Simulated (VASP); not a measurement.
K3Ba: relaxation of cell and atoms with LDA

Crystal: K3Ba.

```
K Ba
1.0
     0.00000    5.24363    5.24363
     5.24363    0.00000    5.24363
     5.24363    5.24363    0.00000
K Ba
3 1
Direct
  0.25000 0.25000 0.25000
  0.75000 0.75000 0.75000
  0.50000 0.50000 0.50000
  0.00000 0.00000 0.00000
```

| Quantity | Value |
| --- | --- |
| Program | VASP 6.6.1 |
| Task | relaxation of cell and atoms |
| Functional | LDA |
| Potentials or basis | VASP PAW LDA potentials, release 64 (K_sv, Ba_sv) |
| Cutoff | 600 eV |
| k mesh | 3 × 3 × 3 |
| Occupations | methfessel-paxton, width 0.1 eV |
| Spin | no spin polarisation |
| Dipole correction | no |
| Further INCAR settings | ALGO = Normal; EDIFF = 1e-06; IBRION = 2; EDIFFG = -0.01; NSW = 80; ISIF = 3 |

```yaml
Relaxed_volume: 61.94 Å³/atom
Relaxed_cell: a = 7.050 Å, b = 7.050 Å, c = 7.050 Å, α = 60.00°, β = 60.00°, γ = 60.00°
Space_group_after_relaxing_to_0.05_Å: Fm-3m (No. 225)
Energy_gained_by_relaxing: 23.9 meV/atom
Ionic_steps: 4
Pressure_after_relaxing: 0.0 GPa
```

The path:
| step | energy change (eV) | largest force (eV/Å) | pressure (GPa) | volume (Å³) |
| --- | --- | --- | --- | --- |
| 1 | 0.0000 | 0.0000 | -0.68 | 288.35 |
| 2 | -0.0478 | 0.0000 | -0.52 | 275.69 |
| 3 | -0.0930 | 0.0000 | -0.14 | 254.49 |
| 4 | -0.0956 | 0.0000 | 0.02 | 247.76 |

Final structure:
```xyz
4
Lattice="0.0000 4.9850 4.9850 4.9850 0.0000 4.9850 4.9850 4.9850 0.0000" Properties=species:S:1:pos:R:3 pbc="T T T"
K     2.4925    2.4925    2.4925
K     7.4775    7.4775    7.4775
K     4.9850    4.9850    4.9850
Ba    9.9700    9.9700    9.9700
```

Levels at points of the mesh, in eV from the Fermi level:
```csv
k point,band 15,band 16,band 17,band 18,band 19,band 20,band 21,band 22
"(0.00, 0.00, 0.00)",-14.79,-14.79,-2.48,0.54,0.54,0.54,0.59,0.59
```

Run time: 2.1 min on 1 thread of Intel(R) Xeon(R) Platinum 8559C (Emerald Rapids), with other jobs on the host, peak memory 0.39 GiB.

Caveat: spin-orbit coupling is left out, which moves the levels of the heavy elements.
